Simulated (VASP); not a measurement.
# Sn (C2/c) in VASP: notebook

Runs on Sn. Level: PBEsol. Tasks: single point.

Program: VASP 6.6.1. These are calculated values, not measurements. Logs are shortened: lines on timing, memory, paths and dates and some standing lists are left out, and cuts for length are marked.

## Step 1: The cell of the first run

The typed cell holds 2 atoms: a = 4.306 Å, b = 4.306 Å, c = 4.304 Å, α = 97.23°, β = 97.23°, γ = 138.40°.

## Step 2: Single point, PBEsol (24.78 Å³/atom)

Contents of INCAR:

```
  PREC = Accurate
  ENCUT = 520
  EDIFF = 1E-6
  ISMEAR = -1
  SIGMA = 0.1
  LREAL = F
  LASPH = T
  NELM = 100
  ALGO = Normal
  ISIF = 2
  LWAVE = F
  LCHARG = F
  GGA = PS
  NBANDS = 21
```

Contents of KPOINTS:

```
Automatic mesh
0
Gamma
  19 19 13
```

Contents of POSCAR:

```
Sn
1.0
   -2.8459884760      2.8472033473      1.5291060723
    2.8472033473     -2.8459884760      1.5291060723
    2.8454923827      2.8454923827     -1.5268791470
Sn
2
Direct
    0.0000117394      0.9999882606      1.0000000000
    0.7499882606      0.2500117394      0.5000000000
```

Potentials or basis: VASP PAW PBE potentials, release 64 (Sn_d).

Run with:

```console
cat potpaw_PBE.64/Sn_d/POTCAR > POTCAR
mpirun -np 1 vasp_std > vasp.out
```

OUTCAR:

```text
PREC = Accurate
   ENCUT = 520
   EDIFF = 1E-6
   ISMEAR = -1
   LREAL = F
   LASPH = T
   NELM = 100
   ISIF = 2
   GGA = PS

 ion  position               nearest neighbor table
   1  0.000  1.000  0.000-   2 2.95   2 2.95   2 2.95   2 2.95   2 3.65   2 3.65   2 3.66   2 3.66

   2  0.750  0.250  0.500-   1 2.95   1 2.95   1 2.95   1 2.95   1 3.65   1 3.65   1 3.66   1 3.66

  LATTYP: Found a base centered monoclinic cell.
 ALAT       =     3.0582126272
 B/A-ratio  =     2.6327106945
 C/A-ratio  =     1.4073807034
 COS(beta)  =    -0.3542271311

  Lattice vectors:

 A1 = (  -2.8459884760,   2.8472033473,   1.5291060723)
 A2 = (   2.8472033473,  -2.8459884760,   1.5291060723)
 A3 = (   2.8454923827,   2.8454923827,  -1.5268791470)

Analysis of symmetry for initial positions (statically):
=====================================================================
 Subroutine PRICEL returns:
 Original cell was already a primitive cell.

 Routine SETGRP: Setting up the symmetry group for a
 base centered monoclinic supercell.

 Subroutine GETGRP returns: Found  4 space group operations
 (whereof  2 operations were pure point group operations)
 out of a pool of  4 trial point group operations.

The static configuration has the point symmetry C_2 .
 The point group associated with its full space group is C_2h.

Analysis of symmetry for dynamics (positions and initial velocities):
=====================================================================
 Subroutine PRICEL returns:
 Original cell was already a primitive cell.

 Routine SETGRP: Setting up the symmetry group for a
 base centered monoclinic supercell.

 Subroutine GETGRP returns: Found  4 space group operations
 (whereof  2 operations were pure point group operations)
 out of a pool of  4 trial point group operations.

The dynamic configuration has the point symmetry C_2 .
 The point group associated with its full space group is C_2h.

 Subroutine INISYM returns: Found  4 space group operations
 (whereof  2 operations are pure point group operations),
 and found     1 'primitive' translations

----------------------------------------------------------------------------------------

                                     Primitive cell

  volume of cell :      49.5534

  direct lattice vectors                    reciprocal lattice vectors
    -2.845988476  2.847203347  1.529106072    -0.000112590  0.175535804  0.326918747
     2.847203347 -2.845988476  1.529106072     0.175535804 -0.000112590  0.326918747
     2.845492383  2.845492383 -1.526879147     0.175679065  0.175679065 -0.000139577

  length of vectors
     4.306318925  4.306318925  4.304069438     0.371064278  0.371064278  0.248447756

  position of ions in fractional coordinates (direct lattice)
     0.000011739  0.999988261  1.000000000
     0.749988261  0.250011739  0.500000000

  ion indices of the primitive-cell ions
   primitive index   ion index
                 1           1
                 2           2

----------------------------------------------------------------------------------------

 KPOINTS: Automatic mesh

Automatic generation of k-mesh.
 Grid dimensions read from file:
 generate k-points for:   19   19   13

 Generating k-lattice:

  Cartesian coordinates                     Fractional coordinates (reciprocal lattice)
    -0.000005926  0.009238727  0.017206250     0.052631579  0.000000000 -0.000000000
     0.009238727 -0.000005926  0.017206250     0.000000000  0.052631579 -0.000000000
     0.013513774  0.013513774 -0.000010737    -0.000000000 -0.000000000  0.076923077

  Length of vectors
     0.019529699  0.019529699  0.019111366

  Shift w.r.t. Gamma in fractional coordinates (k-lattice)
     0.000000000  0.000000000  0.000000000

 Subroutine IBZKPT returns following result:
 ===========================================

 Found   1240 irreducible k-points:

 Following reciprocal coordinates:
            Coordinates               Weight
  0.000000  0.000000  0.000000      1.000000
  0.052632  0.000000  0.000000      4.000000
  0.105263  0.000000  0.000000      4.000000
  0.157895 -0.000000  0.000000      4.000000
  0.210526  0.000000  0.000000      4.000000
  0.263158  0.000000  0.000000      4.000000
[... 16 lines left out ...]
 -0.315789  0.052632 -0.000000      4.000000
 -0.263158  0.052632  0.000000      4.000000
 [... further k-points ...]
   k-points           NKPTS =   1240   k-points in BZ     NKDIM =   1240   number of bands    NBANDS=     21
   number of dos      NEDOS =    301   number of ions     NIONS =      2
   total plane-waves  NPLWV =  32768
   dimension x,y,z NGX =    32 NGY =   32 NGZ =   32
   dimension x,y,z NGXF=    64 NGYF=   64 NGZF=   64
   ions per type =               2
   NGX,Y,Z   is equivalent  to a cutoff of  12.35, 12.35, 12.36 a.u.
   NGXF,Y,Z  is equivalent  to a cutoff of  24.71, 24.71, 24.72 a.u.
 SYSTEM =  unknown system
   PREC   = accura    normal or accurate (medium, high low for compatibility)
   ISTART =      0    job   : 0-new  1-cont  2-samecut
   ICHARG =      2    charge: 1-file 2-atom 10-const
   ISPIN  =      1    spin polarized calculation?
   LNONCOLLINEAR =      F non collinear calculations
   LSORBIT =      F    spin-orbit coupling
   LASPH  =      T    aspherical Exc in radial PAW
   ENCUT  =  520.0 eV  38.22 Ry    6.18 a.u.   8.01  8.01  8.00*2*pi/ulx,y,z
   NELM   =    100;   NELMIN=  2; NELMDL= -5     # of ELM steps
   EDIFF  = 0.1E-05   stopping-criterion for ELM
   LREAL  =      F    real-space projection
   EDIFFG = 0.1E-04   stopping-criterion for IOM
   NSW    =      0    number of steps for IOM
   IBRION =     -1    ionic relax: 0-MD 1-quasi-New 2-CG
   NFREE  =      0    steps in history (QN), initial steepest desc. (CG)
   ISIF   =      2    stress and relaxation
   ISYM   =      2    0-nonsym 1-usesym 2-fastsym
   POTIM  = 0.5000    time-step for ionic-motion
   TEBEG  =    0.0;   TEEND  =   0.0 temperature during run
   PSTRESS=    0.0 pullay stress
   NELECT =      28.0000    total number of electrons
   NUPDOWN=      -1.0000    fix difference up-down
   EMIN   =  10.00;   EMAX   =-10.00  energy-range for DOS
   EFERMI =   0.00;   METHOD = LEGACY
   ISMEAR =    -1;   SIGMA  =   0.10  broadening in eV -4-tet -1-fermi 0-gaus
   EFERMI_NEDOS =   21; number of points for ismear=-14 and -15
   IALGO  =     38    algorithm
   IMIX   =      4    mixing-type and parameters
     AMIX     =   0.40;   BMIX     =  1.00
     AMIX_MAG =   1.60;   BMIX_MAG =  1.00
  volume/ion in A,a.u.               =      24.78       167.20
  Fermi-wavevector in a.u.,A,eV,Ry     =   1.353432  2.557615 24.922847  1.831778
  Thomas-Fermi vector in A             =   2.480688
   LORBIT       =      0    0 simple, 1 ext, 2 COOP (PROOUT), +10 PAW based schemes
   GGA     = PS    functional components
   LHFCALC =     F    Hartree Fock is set to
   AEXX    =    0.0000 exact exchange contribution
   IVDW    =     0    specifies the selected vdW correction
   LEPSILON=     F    determine dielectric tensor
   LRPA    =     F    only Hartree local field effects (RPA)
 non-spin polarized calculation
  energy-cutoff  :      520.00
  volume of cell :       49.55
 maximum number of plane-waves:      1358
   NGX = 17   NGY = 17   NGZ = 17

 number of electron      28.0000009 magnetization

 Free energy of the ion-electron system (eV)
  ---------------------------------------------------
  ext. energy  EPLUGINS =         0.00000000
  ---------------------------------------------------
  free energy    TOTEN  =        -8.46711587 eV

  energy without entropy =       -8.44032465  energy(sigma->0) =       -8.45372026

 E-fermi :   8.9886     XC(G=0): -10.8870

 val. band max:        8.9870331306   @ k =  -0.1053  -0.1053   0.3077
 cond. band min:       8.9923280862   @ k =   0.0526   0.0526   0.3846
 fundamental gap:      0.0052949556
 Fermi energy:         8.9885789790

 k-point     1 :       0.0000    0.0000    0.0000
  band No.  band energies     occupation
      1     -12.7111      2.00000
      2     -12.6164      2.00000
      3     -12.5567      2.00000
      4     -12.5521      2.00000
      5     -12.3273      2.00000
      6     -12.3272      2.00000
[... 13 lines left out ...]
     20      19.1707      0.00000
     21      19.9189      0.00000

 k-point     2 :       0.0526    0.0000    0.0000
  band No.  band energies     occupation
      1     -12.7090      2.00000
      2     -12.6082      2.00000
      3     -12.5539      2.00000
      4     -12.5422      2.00000
      5     -12.3343      2.00000
      6     -12.3338      2.00000
[... 13 lines left out ...]
     20      19.1664      0.00000
     21      19.4769      0.00000

 k-point     3 :       0.1053    0.0000    0.0000
  band No.  band energies     occupation
      1     -12.7021      2.00000
      2     -12.5851      2.00000
      3     -12.5457      2.00000
      4     -12.5148      2.00000
      5     -12.3505      2.00000
      6     -12.3463      2.00000
[... 13 lines left out ...]
     20      18.3391      0.00000
     21      18.3759      0.00000

 k-point     4 :       0.1579   -0.0000    0.0000
  band No.  band energies     occupation
      1     -12.6907      2.00000
      2     -12.5510      2.00000
      3     -12.5331      2.00000
      4     -12.4772      2.00000
      5     -12.3719      2.00000
      6     -12.3564      2.00000
[... 13 lines left out ...]
     20      17.5358      0.00000
     21      17.6689      0.00000

 k-point     5 :       0.2105    0.0000    0.0000
  band No.  band energies     occupation
      1     -12.6758      2.00000
      2     -12.5176      2.00000
      3     -12.5141      2.00000
      4     -12.4447      2.00000
      5     -12.3956      2.00000
      6     -12.3550      2.00000
[... 13 lines left out ...]
     20      16.8447      0.00000
     21      17.6421      0.00000

 k-point     6 :       0.2632    0.0000    0.0000
  band No.  band energies     occupation
      1     -12.6596      2.00000
      2     -12.5021      2.00000
      3     -12.4866      2.00000
      4     -12.4372      2.00000
      5     -12.4175      2.00000
      6     -12.3567      2.00000
[... 13 lines left out ...]
     20      16.2998      0.00000
     21      18.0377      0.00000

 k-point     7 :       0.3158   -0.0000    0.0000
  band No.  band energies     occupation
      1     -12.6445      2.00000
      2     -12.4930      2.00000
      3     -12.4746      2.00000
      4     -12.4524      2.00000
      5     -12.4306      2.00000
      6     -12.3725      2.00000
[... 13 lines left out ...]
     20      15.9090      0.00000
     21      18.6483      0.00000
[... 291 lines left out ...]
      1     -12.6153      2.00000
      2     -12.5178      2.00000
      3     -12.5045      2.00000
      4     -12.4531      2.00000
      5     -12.4092      2.00000
      6     -12.4000      2.00000
[... 13 lines left out ...]
     20      18.0299      0.00000
     21      19.6920      0.00000

 k-point    21 :      -0.4211    0.0526    0.0000
  band No.  band energies     occupation
      1     -12.6226      2.00000
      2     -12.5006      2.00000
      3     -12.4929      2.00000
      4     -12.4606      2.00000
      5     -12.4164      2.00000
      6     -12.3899      2.00000
[... 13 lines left out ...]
     20      16.9058      0.00000
     21      19.2178      0.00000

 k-point    22 :      -0.3684    0.0526    0.0000
  band No.  band energies     occupation
      1     -12.6340      2.00000
      2     -12.4902      2.00000
      3     -12.4775      2.00000
      4     -12.4671      2.00000
      5     -12.4201      2.00000
      6     -12.3763      2.00000
[... 13 lines left out ...]
     20      16.3209      0.00000
     21      18.5145      0.00000

 k-point    23 :      -0.3158    0.0526   -0.0000
  band No.  band energies     occupation
      1     -12.6484      2.00000
      2     -12.4946      2.00000
      3     -12.4906      2.00000
      4     -12.4540      2.00000
      5     -12.4112      2.00000
      6     -12.3613      2.00000
[... 13 lines left out ...]
     20      16.6821      0.00000
     21      17.9215      0.00000

 k-point    24 :      -0.2632    0.0526    0.0000
  band No.  band energies     occupation
      1     -12.6646      2.00000
      2     -12.5187      2.00000
      3     -12.5080      2.00000
      4     -12.4589      2.00000
      5     -12.3920      2.00000
      6     -12.3487      2.00000
[... 13 lines left out ...]
     20      17.2064      0.00000
     21      17.5693      0.00000

 [... further k-points ...]
[... 5 lines left out ...]
  --------------------------------------------------------------------------------------
  -------------------------------------------------------------------------------------
  Total        1.6568341      1.6568341      1.8353731      0.0153451     -0.0057573     -0.0057573
  in kB       53.5693278     53.5693278     59.3419101      0.4961423     -0.1861480     -0.1861466
  external PRESSURE =      55.4935219 kB  Pullay stress =       0.0000000 kB

 VOLUME and BASIS-vectors are now :
 -----------------------------------------------------------------------------
  energy-cutoff  :      520.00
  volume of cell :       49.55
      direct lattice vectors                 reciprocal lattice vectors
    -2.845988476  2.847203347  1.529106072    -0.000112590  0.175535804  0.326918747
     2.847203347 -2.845988476  1.529106072     0.175535804 -0.000112590  0.326918747
     2.845492383  2.845492383 -1.526879147     0.175679065  0.175679065 -0.000139577

 POSITION                                       TOTAL-FORCE (eV/Angst)
 -----------------------------------------------------------------------------------
      2.84714     -2.84592      1.52911         0.000100     -0.000100     -0.000000
      0.00012      2.84658      0.76567        -0.000100      0.000100      0.000000
 -----------------------------------------------------------------------------------
    total drift:                               -0.000000     -0.000000      0.000000

  FREE ENERGIE OF THE ION-ELECTRON SYSTEM (eV)
  ---------------------------------------------------
  free  energy   TOTEN  =        -8.4671158740 eV

  energy  without entropy=       -8.4403246458  energy(sigma->0) =       -8.45372026
```

Wall time 20 min (1 thread of Oxide Virtual Turin-like, shared host); peak memory 0.96 GiB.

Results:

```
Free energy            : -8.4671 eV
Pressure               : 5.5 GPa
Band gap on the k mesh : zero (bands 14 and 15 overlap by 4.69 eV)
```

Caveat: the cell stands under pressure; the PAW data sets were made with another functional, which shifts forces and pressure a little; spin-orbit coupling is left out, which moves the levels of the heavy elements.

## Step 3: Single point, PBEsol (25.85 Å³/atom)

This run uses another cell than the first one, of 25.85 Å³/atom.

Contents of INCAR:

```
SYSTEM = Sn
PREC     = Accurate       ! precision mode
ENCUT    = 520            ! plane-wave cutoff, eV
EDIFF    = 1E-7           ! SCF threshold, eV
ISMEAR   = -1             ! smearing method
SIGMA    = 0.1            ! smearing width, eV
LREAL    = .FALSE.        ! projectors in reciprocal space
LASPH    = .TRUE.         ! aspherical terms in the spheres
NELM     = 100            ! most SCF steps
ALGO     = Normal         ! electronic algorithm
ISIF     = 2              ! what is computed and relaxed
LWAVE    = .FALSE.        ! write WAVECAR
LCHARG   = .FALSE.        ! write CHGCAR
GGA      = PS             ! functional
NBANDS   = 21             ! bands
```

Contents of KPOINTS:

```
regular mesh
0
G
  19 19 13
  0 0 0
```

Contents of POSCAR:

```
Sn
1.0
   -2.8866509480      2.8878831769      1.5509533965
    2.8878831769     -2.8866509480      1.5509533965
    2.8861477666      2.8861477666     -1.5486946536
Sn
2
Direct
    0.0000117394      0.9999882606      1.0000000000
    0.7499882606      0.2500117394      0.5000000000
```

Potentials or basis: VASP PAW PBE potentials, release 64 (Sn_d).

Run with:

```console
cat potpaw_PBE.64/Sn_d/POTCAR > POTCAR
mpirun -np 1 vasp_std > vasp.out
```

Wall time 26 min (1 thread of Oxide Virtual Turin-like, shared host); peak memory 0.99 GiB.

It converged, with:

```yaml
Free_energy: -8.5204 eV
Pressure: 2.4 GPa
Band_gap_on_the_k_mesh: zero (bands 14 and 15 overlap by 4.45 eV)
```

Stress tensor (GPa, compression positive):
```
 2.22  0.03 -0.02
 0.03  2.22 -0.02
-0.02 -0.02  2.65
```

Levels at points of the mesh, in eV from the Fermi level:
| k point | band 12 | band 13 | band 14 | band 15 | band 16 | band 17 |
| --- | --- | --- | --- | --- | --- | --- |
| (0.00, 0.00, 0.00) | -3.65 | -2.16 | -2.16 | 2.83 | 6.34 | 6.34 |

Caveat: the PAW data sets were made with another functional, which shifts forces and pressure a little; spin-orbit coupling is left out, which moves the levels of the heavy elements.
